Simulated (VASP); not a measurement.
# KI (P-6m2) in VASP: further runs

Runs on KI. Level: PBE. Tasks: single point.

Everything below comes from runs of VASP 6.6.1. Logs are shortened: lines on timing, memory, paths and dates and some standing lists are left out, and cuts for length are marked.

## (1) The cell of the first run

The structure is hexagonal, space group P-6m2 (No. 187). The conventional cell has a = 4.644 Å, b = 4.644 Å, c = 4.529 Å, α = 90.00°, β = 90.00°, γ = 120.00°. Within 4.6 Å of K (site symmetry -6m2) lie 6 I at 3.51 Å and 2 K at 4.53 Å. I (site symmetry -6m2) has 6 K at 3.51 Å and 2 I at 4.53 Å within 4.6 Å.

## (2) Single point, PBE

The input, INCAR:

```
ALGO = Normal
EDIFF = 1E-6
ENCUT = 520
GGA = PE
ISIF = 2
ISMEAR = 0
LASPH = True
LCHARG = False
LREAL = False
LWAVE = False
NBANDS = 15
NELM = 60
PREC = Accurate
SIGMA = 0.1
```

The input, KPOINTS:

```
k-points
0
Gamma
  6 6 4
```

The input, POSCAR:

```
KI
1.0
    4.6436703514      0.0000000000      0.0000000000
   -2.3218351757      4.0215364912      0.0000000000
    0.0000000000      0.0000000000      4.5291973523
K I
1 1
Direct
    0.0000000000      0.0000000000      0.0000000000
    0.6666666667      0.3333333333      0.5000000000
```

Potentials or basis: VASP PAW PBE potentials, release 64 (K_sv, I).

Command:

```
cat potpaw_PBE.64/K_sv/POTCAR potpaw_PBE.64/I/POTCAR > POTCAR
mpirun -np 1 vasp_std > vasp.out
```

OUTCAR:

```text
EDIFF = 1E-6
   ENCUT = 520
   GGA = PE
   ISIF = 2
   ISMEAR = 0
   LASPH = True
   LREAL = False
   NELM = 60
   PREC = Accurate

 ion  position               nearest neighbor table
   1  0.000  0.000  0.000-   2 3.51   2 3.51   2 3.51   2 3.51   2 3.51   2 3.51
   2  0.667  0.333  0.500-   1 3.51   1 3.51   1 3.51   1 3.51   1 3.51   1 3.51

  LATTYP: Found a hexagonal cell.
 ALAT       =     4.6436703514
 C/A-ratio  =     0.9753485949

  Lattice vectors:

 A1 = (   4.6436703514,   0.0000000000,   0.0000000000)
 A2 = (  -2.3218351757,   4.0215364912,   0.0000000000)
 A3 = (   0.0000000000,   0.0000000000,   4.5291973523)

Analysis of symmetry for initial positions (statically):
=====================================================================
 Subroutine PRICEL returns:
 Original cell was already a primitive cell.

 Routine SETGRP: Setting up the symmetry group for a
 hexagonal supercell.

 Subroutine GETGRP returns: Found 12 space group operations
 (whereof 12 operations were pure point group operations)
 out of a pool of 24 trial point group operations.

The static configuration has the point symmetry D_3h.

Analysis of symmetry for dynamics (positions and initial velocities):
=====================================================================
 Subroutine PRICEL returns:
 Original cell was already a primitive cell.

 Routine SETGRP: Setting up the symmetry group for a
 hexagonal supercell.

 Subroutine GETGRP returns: Found 12 space group operations
 (whereof 12 operations were pure point group operations)
 out of a pool of 24 trial point group operations.

The dynamic configuration has the point symmetry D_3h.

 Subroutine INISYM returns: Found 12 space group operations
 (whereof 12 operations are pure point group operations),
 and found     1 'primitive' translations

----------------------------------------------------------------------------------------

                                     Primitive cell

  volume of cell :      84.5814

  direct lattice vectors                    reciprocal lattice vectors
     4.643670351  0.000000000  0.000000000     0.215346897  0.124330589  0.000000000
    -2.321835176  4.021536491  0.000000000     0.000000000  0.248661178  0.000000000
     0.000000000  0.000000000  4.529197352     0.000000000  0.000000000  0.220789672

  length of vectors
     4.643670351  4.643670351  4.529197352     0.248661178  0.248661178  0.220789672

  position of ions in fractional coordinates (direct lattice)
     0.000000000  0.000000000  0.000000000
     0.666666667  0.333333333  0.500000000

  ion indices of the primitive-cell ions
   primitive index   ion index
                 1           1
                 2           2

----------------------------------------------------------------------------------------

 KPOINTS: k-points

Automatic generation of k-mesh.
 Grid dimensions read from file:
 generate k-points for:    6    6    4

 Generating k-lattice:

  Cartesian coordinates                     Fractional coordinates (reciprocal lattice)
     0.035891149  0.020721765  0.000000000     0.166666667 -0.000000000  0.000000000
     0.000000000  0.041443530  0.000000000     0.000000000  0.166666667  0.000000000
     0.000000000  0.000000000  0.055197418     0.000000000  0.000000000  0.250000000

  Length of vectors
     0.041443530  0.041443530  0.055197418

  Shift w.r.t. Gamma in fractional coordinates (k-lattice)
     0.000000000  0.000000000  0.000000000

 Subroutine IBZKPT returns following result:
 ===========================================

 Found     21 irreducible k-points:

 Following reciprocal coordinates:
            Coordinates               Weight
  0.000000  0.000000  0.000000      1.000000
  0.166667  0.000000  0.000000      6.000000
  0.333333  0.000000  0.000000      6.000000
  0.500000  0.000000  0.000000      3.000000
  0.166667  0.166667  0.000000      6.000000
  0.333333  0.166667  0.000000     12.000000
[... 13 lines left out ...]
  0.333333  0.166667  0.500000     12.000000
  0.333333  0.333333  0.500000      2.000000
   k-points           NKPTS =     21   k-points in BZ     NKDIM =     21   number of bands    NBANDS=     15
   number of dos      NEDOS =    301   number of ions     NIONS =      2
   total plane-waves  NPLWV =  46656
   dimension x,y,z NGX =    36 NGY =   36 NGZ =   36
   dimension x,y,z NGXF=    72 NGYF=   72 NGZF=   72
   ions per type =               1   1
   NGX,Y,Z   is equivalent  to a cutoff of  12.89, 12.89, 13.21 a.u.
   NGXF,Y,Z  is equivalent  to a cutoff of  25.78, 25.78, 26.43 a.u.
 SYSTEM =  unknown system
   PREC   = accura    normal or accurate (medium, high low for compatibility)
   ISTART =      0    job   : 0-new  1-cont  2-samecut
   ICHARG =      2    charge: 1-file 2-atom 10-const
   ISPIN  =      1    spin polarized calculation?
   LNONCOLLINEAR =      F non collinear calculations
   LSORBIT =      F    spin-orbit coupling
   LASPH  =      T    aspherical Exc in radial PAW
   ENCUT  =  520.0 eV  38.22 Ry    6.18 a.u.   8.63  8.63  8.42*2*pi/ulx,y,z
   NELM   =     60;   NELMIN=  2; NELMDL= -5     # of ELM steps
   EDIFF  = 0.1E-05   stopping-criterion for ELM
   LREAL  =      F    real-space projection
   EDIFFG = 0.1E-04   stopping-criterion for IOM
   NSW    =      0    number of steps for IOM
   IBRION =     -1    ionic relax: 0-MD 1-quasi-New 2-CG
   NFREE  =      0    steps in history (QN), initial steepest desc. (CG)
   ISIF   =      2    stress and relaxation
   ISYM   =      2    0-nonsym 1-usesym 2-fastsym
   POTIM  = 0.5000    time-step for ionic-motion
   TEBEG  =    0.0;   TEEND  =   0.0 temperature during run
   PSTRESS=    0.0 pullay stress
   NELECT =      16.0000    total number of electrons
   NUPDOWN=      -1.0000    fix difference up-down
   EMIN   =  10.00;   EMAX   =-10.00  energy-range for DOS
   EFERMI =   0.00;   METHOD = LEGACY
   ISMEAR =     0;   SIGMA  =   0.10  broadening in eV -4-tet -1-fermi 0-gaus
   EFERMI_NEDOS =   21; number of points for ismear=-14 and -15
   IALGO  =     38    algorithm
   IMIX   =      4    mixing-type and parameters
     AMIX     =   0.40;   BMIX     =  1.00
     AMIX_MAG =   1.60;   BMIX_MAG =  1.00
  volume/ion in A,a.u.               =      42.29       285.39
  Fermi-wavevector in a.u.,A,eV,Ry     =   0.939774  1.775915 12.016320  0.883175
  Thomas-Fermi vector in A             =   2.067119
   LORBIT       =      0    0 simple, 1 ext, 2 COOP (PROOUT), +10 PAW based schemes
   GGA     = PE    functional components
   LHFCALC =     F    Hartree Fock is set to
   AEXX    =    0.0000 exact exchange contribution
   IVDW    =     0    specifies the selected vdW correction
   LEPSILON=     F    determine dielectric tensor
   LRPA    =     F    only Hartree local field effects (RPA)
 non-spin polarized calculation
 Gauss-broadening in eV      SIGMA  =   0.10
  energy-cutoff  :      520.00
  volume of cell :       84.58
 maximum number of plane-waves:      2294
 NGX is ok and might be reduce to    36
   NGX = 17   NGY = 17   NGZ = 17

 number of electron      15.9999998 magnetization

 Free energy of the ion-electron system (eV)
  ---------------------------------------------------
  ext. energy  EPLUGINS =         0.00000000
  ---------------------------------------------------
  free energy    TOTEN  =        -5.43850050 eV

  energy without entropy =       -5.43850050  energy(sigma->0) =       -5.43850050

 E-fermi :   0.5267     XC(G=0):  -7.3234

 val. band max:        0.0664896877   @ k =   0.0000   0.0000   0.5000
 cond. band min:       3.7602494860   @ k =   0.0000   0.0000   0.0000
 fundamental gap:      3.6937597983
 Fermi energy:         0.5267115469

 k-point     1 :       0.0000    0.0000    0.0000
  band No.  band energies     occupation
      1     -28.7226      2.00000
      2     -12.2177      2.00000
      3     -12.2177      2.00000
      4     -12.1830      2.00000
      5     -10.6809      2.00000
      6      -0.1954      2.00000
      7      -0.0456      2.00000
      8      -0.0456      2.00000
      9       3.7602      0.00000
     10       5.3028      0.00000
     11       7.6797      0.00000
     12       7.6797      0.00000
     13       8.6943      0.00000
     14       8.6943      0.00000
     15       9.4556      0.00000

 k-point     2 :       0.1667    0.0000    0.0000
  band No.  band energies     occupation
      1     -28.7217      2.00000
      2     -12.2600      2.00000
      3     -12.2223      2.00000
      4     -12.1793      2.00000
      5     -10.6050      2.00000
      6      -0.5208      2.00000
      7      -0.1945      2.00000
      8      -0.1055      2.00000
      9       4.3020      0.00000
     10       5.6873      0.00000
     11       6.9498      0.00000
     12       7.9893      0.00000
     13       8.4934      0.00000
     14       8.6113      0.00000
     15       9.4335      0.00000

 k-point     3 :       0.3333    0.0000    0.0000
  band No.  band energies     occupation
      1     -28.7199      2.00000
      2     -12.3359      2.00000
      3     -12.2313      2.00000
      4     -12.1720      2.00000
      5     -10.4591      2.00000
      6      -1.2302      2.00000
      7      -0.2194      2.00000
      8      -0.1908      2.00000
      9       5.0617      0.00000
     10       5.7407      0.00000
     11       7.3126      0.00000
     12       8.1674      0.00000
     13       8.1725      0.00000
     14       8.7577      0.00000
     15       9.3625      0.00000

 k-point     4 :       0.5000    0.0000    0.0000
  band No.  band energies     occupation
      1     -28.7190      2.00000
      2     -12.3704      2.00000
      3     -12.2359      2.00000
      4     -12.1683      2.00000
      5     -10.3881      2.00000
      6      -1.5213      2.00000
      7      -0.2736      2.00000
      8      -0.1880      2.00000
      9       5.0555      0.00000
     10       6.0384      0.00000
     11       7.7694      0.00000
     12       7.8983      0.00000
     13       8.0380      0.00000
     14       9.0662      0.00000
     15       9.3123      0.00000
[... 253 lines left out ...]
 k-point    19 :       0.1667    0.1667    0.5000
  band No.  band energies     occupation
      1     -28.7178      2.00000
      2     -12.2995      2.00000
      3     -12.2516      2.00000
      4     -12.2227      2.00000
      5     -10.3801      2.00000
      6      -1.4067      2.00000
      7      -0.6973      2.00000
      8      -0.2476      2.00000
      9       5.2714      0.00000
     10       6.7587      0.00000
     11       7.4032      0.00000
     12       7.6768      0.00000
     13       8.8840      0.00000
     14       8.8994      0.00000
     15       9.3026      0.00000

 k-point    20 :       0.3333    0.1667    0.5000
  band No.  band energies     occupation
      1     -28.7166      2.00000
      2     -12.2726      2.00000
      3     -12.2497      2.00000
      4     -12.2341      2.00000
      5     -10.3974      2.00000
      6      -1.2104      2.00000
      7      -1.0347      2.00000
      8      -0.4690      2.00000
      9       5.0925      0.00000
     10       6.9811      0.00000
     11       7.2125      0.00000
     12       8.6623      0.00000
     13       9.0198      0.00000
     14       9.5142      0.00000
     15       9.7464      0.00000

 k-point    21 :       0.3333    0.3333    0.5000
  band No.  band energies     occupation
      1     -28.7162      2.00000
      2     -12.2659      2.00000
      3     -12.2515      2.00000
      4     -12.2330      2.00000
      5     -10.4028      2.00000
      6      -1.1474      2.00000
      7      -1.0024      2.00000
      8      -0.7162      2.00000
      9       5.4635      0.00000
     10       6.3195      0.00000
     11       8.2547      0.00000
     12       8.5663      0.00000
     13       8.8872      0.00000
     14       9.3001      0.00000
     15       9.6369      0.00000

------------------------ aborting loop because EDIFF is reached ----------------------------------------

  FORCE on cell =-STRESS in cart. coord.  units (eV):
  Direction    XX          YY          ZZ          XY          YZ          ZX
  --------------------------------------------------------------------------------------
  -------------------------------------------------------------------------------------
  Total        0.7516841      0.7516841      0.3440777      0.0000000     -0.0000000      0.0000000
  in kB       14.2387319     14.2387319      6.5176723      0.0000000     -0.0000000      0.0000000
  external PRESSURE =      11.6650454 kB  Pullay stress =       0.0000000 kB

 VOLUME and BASIS-vectors are now :
 -----------------------------------------------------------------------------
  energy-cutoff  :      520.00
  volume of cell :       84.58
      direct lattice vectors                 reciprocal lattice vectors
     4.643670351  0.000000000  0.000000000     0.215346897  0.124330589  0.000000000
    -2.321835176  4.021536491  0.000000000     0.000000000  0.248661178  0.000000000
     0.000000000  0.000000000  4.529197352     0.000000000  0.000000000  0.220789672

 POSITION                                       TOTAL-FORCE (eV/Angst)
 -----------------------------------------------------------------------------------
      0.00000      0.00000      0.00000         0.000000     -0.000000      0.000000
      2.32184      1.34051      2.26460        -0.000000      0.000000      0.000000
 -----------------------------------------------------------------------------------
    total drift:                               -0.000000      0.000000     -0.000000

  FREE ENERGIE OF THE ION-ELECTRON SYSTEM (eV)
  ---------------------------------------------------
  free  energy   TOTEN  =        -5.4385004997 eV

  energy  without entropy=       -5.4385004997  energy(sigma->0) =       -5.43850050
```

Run time: 26 s. Hardware: 1 thread of Intel Xeon Platinum 8375C at 2.90GHz (Ice Lake), shared host; peak memory 0.21 GiB.

What came out:

```
Free energy            : -5.4385 eV
Pressure               : 1.2 GPa
Band gap on the k mesh : 3.69 eV, indirect (least direct gap 3.81 eV)
```

Levels at points of the mesh, in eV from the valence-band top:
```tsv
k point	band 5	band 6	band 7	band 8	band 9	band 10	band 11	band 12
(0.00, 0.00, 0.00)	-10.75	-0.26	-0.11	-0.11	3.69	5.24	7.61	7.61
(0.50, 0.00, 0.00)	-10.45	-1.59	-0.34	-0.25	4.99	5.97	7.70	7.83
(0.00, 0.00, 0.50)	-10.42	-1.79	0.00	0.00	5.91	6.77	6.89	6.89
(0.50, 0.00, 0.50)	-10.46	-1.27	-1.20	-0.38	4.81	6.28	8.24	8.40
```

Caveat: spin-orbit coupling is left out, which moves the levels of the heavy elements. A k mesh can miss the band edges.

## (3) Single point, PBE

This run uses another cell than the first one, of 46.60 Å³/atom, 1.102 times its volume.

The input, INCAR:

```
SYSTEM = KI
ALGO = Normal
EDIFF = 1E-6
ENCUT = 520
GGA = PE
ISIF = 2
ISMEAR = 0
LASPH = .True.
LCHARG = .False.
LREAL = .False.
LWAVE = .False.
NBANDS = 15
NELM = 80
PREC = Accurate
SIGMA = 0.02
```

The input, KPOINTS:

```
k-points
0
Gamma
  6 6 6
  0 0 0
```

The input, POSCAR:

```
KI
1.0
    4.8915851978      0.0000000000      0.0000000000
   -2.4457925989      4.2362370460      0.0000000000
    0.0000000000      0.0000000000      4.4978931118
K I
1 1
Direct
    0.0000000000      0.0000000000      0.0000000000
    0.6666666667      0.3333333333      0.5000000000
```

Potentials or basis: VASP PAW PBE potentials, release 64 (K_sv, I).

Command:

```
cat potpaw_PBE.64/K_sv/POTCAR potpaw_PBE.64/I/POTCAR > POTCAR
mpirun -np 1 vasp_std > vasp.out
```

Wall time 34 s (1 thread of Intel Xeon Platinum 8375C at 2.90GHz (Ice Lake), shared host); peak memory 0.22 GiB.

It converged, with:

- Free energy: -5.4781 eV
- Pressure: 0.0 GPa
- Band gap on the k mesh: 3.63 eV, indirect (least direct gap 3.64 eV)

Levels at points of the mesh, in eV from the valence-band top:
| k point | band 4 | band 5 | band 6 | band 7 | band 8 | band 9 | band 10 | band 11 | band 12 | band 13 |
| --- | --- | --- | --- | --- | --- | --- | --- | --- | --- | --- |
| (0.00, 0.00, 0.00) | -12.31 | -10.55 | -0.17 | -0.17 | -0.01 | 3.63 | 5.42 | 7.47 | 7.47 | 8.62 |
| (0.50, 0.00, 0.00) | -12.30 | -10.37 | -1.31 | -0.34 | 0.00 | 5.01 | 6.06 | 7.30 | 8.07 | 8.08 |
| (0.00, 0.00, 0.50) | -12.33 | -10.31 | -1.52 | -0.04 | -0.04 | 5.71 | 6.68 | 6.85 | 6.85 | 7.10 |
| (0.50, 0.00, 0.50) | -12.34 | -10.33 | -1.13 | -0.93 | -0.32 | 4.93 | 6.24 | 7.93 | 8.16 | 9.00 |

Caveat: spin-orbit coupling is left out, which moves the levels of the heavy elements. Expect the measured gap to be larger: semilocal functionals such as PBE lack the derivative discontinuity.

(Part 1 of 2 ends here.)
